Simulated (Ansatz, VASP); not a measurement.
**BN in VASP and in Ansatz**

```
CELL_PARAMETERS angstrom
2.50875 0.00151 0.00000
1.25312 2.28204 0.00000
0.00000 0.00000 26.00000
ATOMIC_POSITIONS crystal
B 0.50093 0.49810 0.50000
N 0.83237 0.83520 0.50000
```

Change from the starting cell: strain along y +0.050, atoms relaxed.

Alike in both runs: functional PBE; dispersion D3(BJ); k mesh 10 × 10 × 1; occupations gaussian, width 0.02 eV; no spin polarisation.

Ansatz relaxed the structure, and its values are those at the end. VASP's run is a single point on that final structure, the one shown.

```csv
,VASP,Ansatz
version,VASP 6.6.1,Ansatz 0.2.0
potentials or method,"VASP PAW PBE potentials, release 64 (B, N), cutoff 520 eV","scalar-relativistic, plane waves, PAW"
valence electrons in the cell,8,8
```

|  | VASP | Ansatz | Ansatz less VASP |
| --- | --- | --- | --- |
| gap on the k mesh at the Fermi level (eV) | 4.56 | 4.57 | +0.005 |
| least direct gap on the mesh (eV) | 4.67 | 4.68 | +0.002 |

Ansatz's warnings: near symmetry operations not taken, stress scf threshold loose, xc potential rough in thin density.
